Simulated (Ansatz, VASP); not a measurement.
## One calculation of SiC, two programs

```
Si C
1.0
     3.07600    0.04614    0.04614
    -1.49804    2.64082    0.01689
     0.07572    0.07572    5.04800
Si C
2 2
Direct
  0.33333 0.66667 0.00000
  0.66667 0.33333 0.50000
  0.33333 0.66667 0.38500
  0.66667 0.33333 0.88500
```

Change from the starting cell: equal xy, yz and zx shear strains of +3 %, crystal datasets.

Alike in both runs: task electric field gradients; functional PBEsol; k mesh 15 × 15 × 8; occupations fermi-dirac, width 0.08 eV; no spin polarisation.

|  | VASP | Ansatz |
| --- | --- | --- |
| version | VASP 6.6.1 | Ansatz 0.2.0 |
| potentials or method | VASP PAW PBE potentials, release 64 (Si, C), cutoff 520 eV | all-electron PAW with datasets made for the crystal, scalar-relativistic |

```csv
,VASP,Ansatz,Ansatz less VASP
pressure (GPa),0.9,0.5,-0.41
"traceless stress, the component that is largest in VASP (GPa)",-7.33,-7.27,+0.062
rms of the force components (eV/Å),0.492,0.488,-0.0044
size of Vzz on the site where it differs most (V/Å²),18.5,17.4,-1.15
```

VASP's potentials were made for PBE, not for PBEsol. Atom by atom the forces differ by 0.005 eV/Å (rms over components). Ansatz ran all-electron here, and VASP with PAW potentials.
